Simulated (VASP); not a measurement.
# SiO2 (P6_422) in VASP: notebook

Runs on SiO2. Level: r2SCAN. Tasks: single point.

Program: VASP 6.6.1. These are calculated values, not measurements. Logs are shortened: lines on timing, memory, paths and dates and some standing lists are left out, and cuts for length are marked.

## (1) The cell of the first run

Symmetry: P6_422, No. 181, hexagonal system. The conventional cell has a = 5.287 Å, b = 5.287 Å, c = 5.541 Å, α = 90.00°, β = 90.00°, γ = 120.00°. Si (site symmetry 222) has 4 O at 1.66 Å within 2.2 Å. Within 2.2 Å of O (site symmetry 2) lie 2 Si at 1.66 Å.

## (2) Single point, r2SCAN (strain +0.0450 x Voigt [1, 1, 0, 0, 0, 0])

File POSCAR:

```
SiO2
1.0
    5.2873633230      0.0000000000      0.0000000000
   -2.6436816615      4.5789909567      0.0000000000
    0.0000000000      0.0000000000      5.5410855913
Si O
3 6
Direct
    0.0000000000      0.5000000000      0.3333333333
    0.5000000000      0.5000000000      0.6666666667
    0.5000000000      0.0000000000      0.0000000000
    0.5834989524      0.7917494762      0.8333333333
    0.7917494762      0.5834989524      0.5000000000
    0.7917494762      0.2082505238      0.1666666667
    0.4165010476      0.2082505238      0.8333333333
    0.2082505238      0.4165010476      0.5000000000
    0.2082505238      0.7917494762      0.1666666667
```

File INCAR.step1:

```
PREC = Accurate
ENCUT = 520
ISMEAR = 0
SIGMA = 0.05
LREAL = F
LASPH = T
NELM = 80
NBANDS = 34
GGA = PE
ALGO = Normal
EDIFF = 1E-4
LWAVE = T
LCHARG = F
```

File INCAR.step2:

```
PREC = Accurate
ENCUT = 520
EDIFF = 1E-6
ISMEAR = 0
SIGMA = 0.05
LREAL = F
LASPH = T
NELM = 80
ALGO = Normal
ISIF = 2
LWAVE = F
LCHARG = F
METAGGA = R2SCAN
LMIXTAU = T
NBANDS = 34
ISTART = 1
```

File KPOINTS:

```
Automatic mesh
0
Gamma
  6 6 4
```

Potentials or basis: VASP PAW PBE potentials, release 64 (Si, O).

On the command line:

```bash
$ cat potpaw_PBE.64/Si/POTCAR potpaw_PBE.64/O/POTCAR > POTCAR
$ cp INCAR.step1 INCAR
$ mpirun -np 1 vasp_std > vasp.out
$ cp INCAR.step2 INCAR
$ mpirun -np 1 vasp_std > vasp.out
```

OUTCAR:

```text
PREC = Accurate
   ENCUT = 520
   EDIFF = 1E-6
   ISMEAR = 0
   LREAL = F
   LASPH = T
   NELM = 80
   ISIF = 2
   METAGGA = R2SCAN
   ISTART = 1

 ion  position               nearest neighbor table
   1  0.000  0.500  0.333-   6 1.66   9 1.66   8 1.66   5 1.66
   2  0.500  0.500  0.667-   4 1.66   7 1.66   5 1.66   8 1.66
   3  0.500  0.000  0.000-   4 1.66   7 1.66   6 1.66   9 1.66
   4  0.583  0.792  0.833-   2 1.66   3 1.66
   5  0.792  0.583  0.500-   1 1.66   2 1.66
   6  0.792  0.208  0.167-   1 1.66   3 1.66
   7  0.417  0.208  0.833-   2 1.66   3 1.66
   8  0.208  0.417  0.500-   1 1.66   2 1.66
   9  0.208  0.792  0.167-   1 1.66   3 1.66

  LATTYP: Found a hexagonal cell.
 ALAT       =     5.2873633230
 C/A-ratio  =     1.0479865394

  Lattice vectors:

 A1 = (   5.2873633230,   0.0000000000,   0.0000000000)
 A2 = (  -2.6436816615,   4.5789909567,   0.0000000000)
 A3 = (   0.0000000000,   0.0000000000,   5.5410855913)

Analysis of symmetry for initial positions (statically):
=====================================================================
 Subroutine PRICEL returns:
 Original cell was already a primitive cell.

 Routine SETGRP: Setting up the symmetry group for a
 hexagonal supercell.

 Subroutine GETGRP returns: Found 12 space group operations
 (whereof  4 operations were pure point group operations)
 out of a pool of 24 trial point group operations.

The static configuration has the point symmetry D_2 .
 The point group associated with its full space group is D_6 .

Analysis of symmetry for dynamics (positions and initial velocities):
=====================================================================
 Subroutine PRICEL returns:
 Original cell was already a primitive cell.

 Routine SETGRP: Setting up the symmetry group for a
 hexagonal supercell.

 Subroutine GETGRP returns: Found 12 space group operations
 (whereof  4 operations were pure point group operations)
 out of a pool of 24 trial point group operations.

The dynamic configuration has the point symmetry D_2 .
 The point group associated with its full space group is D_6 .

 Subroutine INISYM returns: Found 12 space group operations
 (whereof  4 operations are pure point group operations),
 and found     1 'primitive' translations

----------------------------------------------------------------------------------------

[... 108 lines left out ...]
   ISIF   =      2    stress and relaxation
   ISYM   =      2    0-nonsym 1-usesym 2-fastsym
   POTIM  = 0.5000    time-step for ionic-motion
   TEBEG  =    0.0;   TEEND  =   0.0 temperature during run
   PSTRESS=    0.0 pullay stress
   NELECT =      48.0000    total number of electrons
   NUPDOWN=      -1.0000    fix difference up-down
   EMIN   =  10.00;   EMAX   =-10.00  energy-range for DOS
   EFERMI =   0.00;   METHOD = LEGACY
   ISMEAR =     0;   SIGMA  =   0.05  broadening in eV -4-tet -1-fermi 0-gaus
   EFERMI_NEDOS =   21; number of points for ismear=-14 and -15
   IALGO  =     38    algorithm
   IMIX   =      4    mixing-type and parameters
     AMIX     =   0.40;   BMIX     =  1.00
     AMIX_MAG =   1.60;   BMIX_MAG =  1.00
  volume/ion in A,a.u.               =      14.91       100.59
  Fermi-wavevector in a.u.,A,eV,Ry     =   1.162217  2.196272 18.378054  1.350749
  Thomas-Fermi vector in A             =   2.298781
   LORBIT       =      0    0 simple, 1 ext, 2 COOP (PROOUT), +10 PAW based schemes
   METAGGA = R2SCAN    functional components
   LHFCALC =     F    Hartree Fock is set to
   AEXX    =    0.0000 exact exchange contribution
   IVDW    =     0    specifies the selected vdW correction
   LEPSILON=     F    determine dielectric tensor
   LRPA    =     F    only Hartree local field effects (RPA)
 non-spin polarized calculation
 Gauss-broadening in eV      SIGMA  =   0.05
  energy-cutoff  :      520.00
  volume of cell :      134.15
 maximum number of plane-waves:      3625
 NGX is ok and might be reduce to    40
   NGX = 19   NGY = 19   NGZ = 21

 number of electron      48.0000004 magnetization

 Free energy of the ion-electron system (eV)
  ---------------------------------------------------
  ext. energy  EPLUGINS =         0.00000000
  ---------------------------------------------------
  free energy    TOTEN  =       -88.80271685 eV

  energy without entropy =      -88.80271685  energy(sigma->0) =      -88.80271685

 E-fermi :  -0.2097     XC(G=0):  -8.8249

 val. band max:       -0.5268651868   @ k =   0.5000   0.0000   0.0000
 cond. band min:       5.1971891107   @ k =   0.0000   0.0000   0.0000
 fundamental gap:      5.7240542975
 Fermi energy:        -0.2096785546

 k-point     1 :       0.0000    0.0000    0.0000
  band No.  band energies     occupation
      1     -20.4715      2.00000
      2     -19.1341      2.00000
      3     -19.1341      2.00000
      4     -18.7063      2.00000
      5     -18.6688      2.00000
      6     -18.6688      2.00000
[... 766 lines left out ...]
     33      11.2745      0.00000
     34      11.3128      0.00000

------------------------ aborting loop because EDIFF is reached ----------------------------------------

  FORCE on cell =-STRESS in cart. coord.  units (eV):
  Direction    XX          YY          ZZ          XY          YZ          ZX
  --------------------------------------------------------------------------------------
  -------------------------------------------------------------------------------------
  Total      -12.7699436    -12.7699436     -9.7125882     -0.0000000      0.0000000      0.0000000
  in kB     -152.5091014   -152.5091014   -115.9956654     -0.0000000      0.0000000      0.0000000
  external PRESSURE =    -140.3379561 kB  Pullay stress =       0.0000000 kB

 VOLUME and BASIS-vectors are now :
 -----------------------------------------------------------------------------
  energy-cutoff  :      520.00
  volume of cell :      134.15
      direct lattice vectors                 reciprocal lattice vectors
     5.287363323  0.000000000  0.000000000     0.189130184  0.109194363  0.000000000
    -2.643681662  4.578990957  0.000000000     0.000000000  0.218388726  0.000000000
     0.000000000  0.000000000  5.541085591     0.000000000  0.000000000  0.180470051

 POSITION                                       TOTAL-FORCE (eV/Angst)
 -----------------------------------------------------------------------------------
     -1.32184      2.28950      1.84703        -0.000000      0.000000     -0.000000
      1.32184      2.28950      3.69406        -0.000000      0.000000      0.000000
      2.64368      0.00000      0.00000        -0.000000      0.000000     -0.000000
      0.99204      3.62541      4.61757        -0.584647     -0.337546      0.000000
      2.64368      2.67184      2.77054        -0.000000     -0.675092     -0.000000
      3.63572      0.95358      0.92351        -0.584647      0.337546      0.000000
      1.65164      0.95358      4.61757         0.584647      0.337546     -0.000000
     -0.00000      1.90715      2.77054        -0.000000      0.675092      0.000000
     -0.99204      3.62541      0.92351         0.584647     -0.337546      0.000000
 -----------------------------------------------------------------------------------
    total drift:                                0.000000     -0.000000     -0.000001

  FREE ENERGIE OF THE ION-ELECTRON SYSTEM (eV)
  ---------------------------------------------------
  free  energy   TOTEN  =       -88.8027168486 eV

  energy  without entropy=      -88.8027168486  energy(sigma->0) =      -88.80271685
```

OSZICAR.step1:

```text
N       E                     dE             d eps       ncg     rms          rms(c)
DAV:   1     0.289792605593E+03    0.28979E+03   -0.24388E+04  1436   0.128E+03
DAV:   2    -0.582531607363E+02   -0.34805E+03   -0.33518E+03  1902   0.294E+02
DAV:   3    -0.798915424168E+02   -0.21638E+02   -0.21527E+02  1790   0.785E+01
DAV:   4    -0.801537724643E+02   -0.26223E+00   -0.26190E+00  1800   0.968E+00
DAV:   5    -0.801577750847E+02   -0.40026E-02   -0.40000E-02  1808   0.118E+00    0.234E+01
DAV:   6    -0.707957058528E+02    0.93621E+01   -0.35810E+01  1674   0.312E+01    0.110E+01
DAV:   7    -0.708366191147E+02   -0.40913E-01   -0.93028E-01  1664   0.480E+00    0.408E+00
DAV:   8    -0.708384656471E+02   -0.18465E-02   -0.35278E-02  1812   0.148E+00    0.166E+00
DAV:   9    -0.708506723677E+02   -0.12207E-01   -0.25066E-02  1584   0.119E+00    0.354E-01
DAV:  10    -0.708526146606E+02   -0.19423E-02   -0.47265E-03  1670   0.345E-01    0.125E-01
DAV:  11    -0.708524127450E+02    0.20192E-03   -0.13414E-03  1792   0.206E-01    0.230E-02
DAV:  12    -0.708524232736E+02   -0.10529E-04   -0.30210E-05  1020   0.320E-02
   1 F= -.70852423E+02 E0= -.70852423E+02  d E =-.920813E-16
```

Wall time 8.6 min (1 thread of Intel Xeon Platinum 8259CL at 2.50GHz (Skylake/Cascade Lake), shared host); peak memory 0.29 GiB.

Results:

| Property | Result |
| --- | --- |
| Free energy | -88.8027 eV |
| Pressure | -14.0 GPa |
| Largest force | 0.675 eV/Å |
| Band gap on the k mesh | 5.72 eV (least direct gap 5.99 eV) |

Forces in eV/Å, atoms in the order of the input:
```
Si   0.000  0.000  0.000
Si   0.000  0.000  0.000
Si   0.000  0.000  0.000
O   -0.585 -0.338  0.000
O    0.000 -0.675  0.000
O   -0.585  0.338  0.000
O    0.585  0.338  0.000
O    0.000  0.675  0.000
O    0.585 -0.338  0.000
```

Stress tensor (GPa, compression positive):
```
-15.25   0.00   0.00
  0.00 -15.25   0.00
  0.00   0.00 -11.60
```

Caveat: the cell differs from its parent crystal (strain +0.0450 x Voigt [1, 1, 0, 0, 0, 0]); the cell stands under tension; the PAW data sets were made with another functional, which shifts forces and pressure a little. A k mesh can miss the band edges.

(Continued in part 2 of 2.)
